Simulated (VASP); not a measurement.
## AlAs: electric field gradients with PBEsol

The system is AlAs.

```
Al As
1.0
     0.00000    2.88591    2.88591
     2.88591    0.00000    2.88591
     2.88591    2.88591    0.00000
Al As
1 1
Direct
  0.00000 0.00000 0.00000
  0.75000 0.75000 0.75000
```

| Quantity | Value |
| --- | --- |
| Program | VASP 6.6.1 |
| Task | electric field gradients |
| Functional | PBEsol |
| Potentials or basis | VASP PAW PBE potentials, release 64 (Al, As) |
| Cutoff | 400 eV |
| k mesh | 10 × 10 × 10 |
| Occupations | fermi-dirac, width 0.05 eV |
| Spin | no spin polarisation |
| Dipole correction | no |
| Further INCAR settings | ALGO = Normal; EDIFF = 1e-08; NBANDS = 11 |

* Pressure: -3.1 GPa
* Band gap on the k mesh: 1.42 eV (least direct gap 1.53 eV)
* Largest electric field gradient by atom: zero within the noise of the run

Levels at points of the mesh, in eV from the valence-band top:
```csv
k point,band 1,band 2,band 3,band 4,band 5,band 6,band 7,band 8
"(0.00, 0.00, 0.00)",-11.57,0.00,0.00,0.00,1.53,4.17,4.17,4.17
"(0.50, 0.00, 0.00)",-10.28,-5.35,-0.78,-0.78,1.87,4.59,4.59,7.46
"(0.50, 0.50, 0.00)",-9.78,-5.24,-2.06,-2.06,1.42,2.21,9.84,9.84
```

It took 11 s on 1 thread of Intel(R) Xeon(R) 6975P-C (Granite Rapids), with other jobs on the host, peak memory 0.16 GiB.

Caveat: the cell stands under tension; the PAW data sets were made with another functional, which shifts forces and pressure a little. A k mesh can miss the band edges.
